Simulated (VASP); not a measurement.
Set up this calculation in VASP 6.6.1, as the native input.

```
Task                   : single point
Functional             : r2SCAN
Potentials or basis    : VASP PAW PBE potentials, release 64 (Sn_d)
Cutoff                 : 520 eV
k mesh                 : 8 × 8 × 8
Occupations            : fermi-dirac, width 0.01 eV
Spin                   : no spin polarisation
Dipole correction      : no
Further INCAR settings : ALGO = Normal; EDIFF = 1e-07; NBANDS = 21
```

Sn:

```
Sn
1.0
     0.00000    3.28405    3.28405
     3.28405    0.00000    3.28405
     3.28405    3.28405    0.00000
Sn
2
Direct
  0.50000 0.50000 0.50000
  0.75000 0.75000 0.75000
```

One way to write it, as run:

POSCAR

```
Sn
1.0
    0.0000000000      3.2840539893      3.2840539893
    3.2840539893      0.0000000000      3.2840539893
    3.2840539893      3.2840539893      0.0000000000
Sn
2
Direct
    0.5000000000      0.5000000000      0.5000000000
    0.7500000000      0.7500000000      0.7500000000
```

INCAR.step1

```
PREC     = Accurate       # precision mode
ENCUT    = 520            # plane-wave cutoff, eV
ISMEAR   = -1             # smearing method
SIGMA    = 0.01           # smearing width, eV
LREAL    = False          # projectors in reciprocal space
LASPH    = True           # aspherical terms in the spheres
NELM     = 60             # most SCF steps
NBANDS   = 21             # bands
GGA      = PE             # functional
ALGO     = Normal         # electronic algorithm
EDIFF    = 1E-4           # SCF threshold, eV
LWAVE    = True           # write WAVECAR
LCHARG   = False          # write CHGCAR
```

INCAR.step2

```
PREC     = Accurate       # precision mode
ENCUT    = 520            # plane-wave cutoff, eV
EDIFF    = 1E-7           # SCF threshold, eV
ISMEAR   = -1             # smearing method
SIGMA    = 0.01           # smearing width, eV
LREAL    = False          # projectors in reciprocal space
LASPH    = True           # aspherical terms in the spheres
NELM     = 60             # most SCF steps
ALGO     = Normal         # electronic algorithm
ISIF     = 2              # what is computed and relaxed
LWAVE    = False          # write WAVECAR
LCHARG   = True           # write CHGCAR
METAGGA  = R2SCAN         # meta-GGA
LMIXTAU  = True         
LELF     = True           # ELF
LVHAR    = True         
NBANDS   = 21             # bands
ISTART   = 1
```

KPOINTS

```
Automatic mesh
0
Gamma
  8 8 8
```

Potentials or basis: VASP PAW PBE potentials, release 64 (Sn_d).

Launch:

```console
$ cat potpaw_PBE.64/Sn_d/POTCAR > POTCAR
$ cp INCAR.step1 INCAR
$ mpirun -np 1 vasp_std > vasp.out
$ cp INCAR.step2 INCAR
$ mpirun -np 1 vasp_std > vasp.out
```

It gave:

* Pressure: -0.1 GPa
* Band gap on the k mesh: zero (filled and empty bands touch)

Caveat: the PAW data sets were made with another functional, which shifts forces and pressure a little; spin-orbit coupling is left out, which moves the levels of the heavy elements.

Run time: 4.7 min on 1 thread of AMD EPYC 7R13, with other jobs on the host, peak memory 0.19 GiB.
